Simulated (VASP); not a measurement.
Write the native input for VASP 6.6.1 that does the following.

```yaml
Task: single point
Functional: PBE
Potentials_or_basis: VASP PAW PBE potentials, release 64 (Ho_3, S), 4f in core
Cutoff: 500 eV
k_mesh: 12 × 12 × 8
Occupations: gaussian, width 0.1 eV
Spin: no spin polarisation
Dipole_correction: no
Further_INCAR_settings: ALGO = Normal; EDIFF = 1e-06; NBANDS = 24
```

The structure of HoS4 lies in POSCAR:

```
HoS4
1.0
    5.4306980392      0.0000000000      0.0000000000
   -2.7153490196      4.7031224623      0.0000000000
    0.0000000000      0.0000000000      5.3106327111
Ho S
1 4
Direct
    0.0000000000      0.0000000000      0.5000000000
    0.5000000000      0.0000000000      0.5000000000
    0.0000000000      0.5000000000      0.5000000000
    0.5000000000      0.5000000000      0.5000000000
    0.0000000000      0.0000000000      0.0000000000
```

The cell was generated, and may not be a known phase.

These files were run (other wordings do the same):

INCAR

```
SYSTEM = HoS4
PREC = Accurate
ENCUT = 500
EDIFF = 1E-6
ISMEAR = 0
SIGMA = 0.1
LREAL = .False.
LASPH = .True.
NELM = 200
ALGO = Normal
ISIF = 2
LWAVE = .False.
LCHARG = .False.
GGA = PE
NBANDS = 24
GGA_COMPAT = .False.
LMAXMIX = 6
```

KPOINTS

```
regular mesh
0
Gamma
  12 12 8
  0 0 0
```

Potentials or basis: VASP PAW PBE potentials, release 64 (Ho_3, S), 4f in core.

Command:

```sh
$ cat potpaw_PBE.64/Ho_3/POTCAR potpaw_PBE.64/S/POTCAR > POTCAR
$ mpirun -np 1 vasp_std > vasp.out
```

It gave:

- Pressure: 0.0 GPa
- Band gap on the k mesh: zero (an odd number of electrons rules out a gap without spin polarisation)

Caveat: spin-orbit coupling is left out, which moves the levels of the heavy elements; the 4f electrons are frozen in the core, so they carry no moment and show no levels; the run has no spin polarisation, though such a crystal can be magnetic.

Wall time 7 min on 1 thread of Intel(R) Xeon(R) Platinum 8488C (Sapphire Rapids) (shared host), peak memory 0.41 GiB.
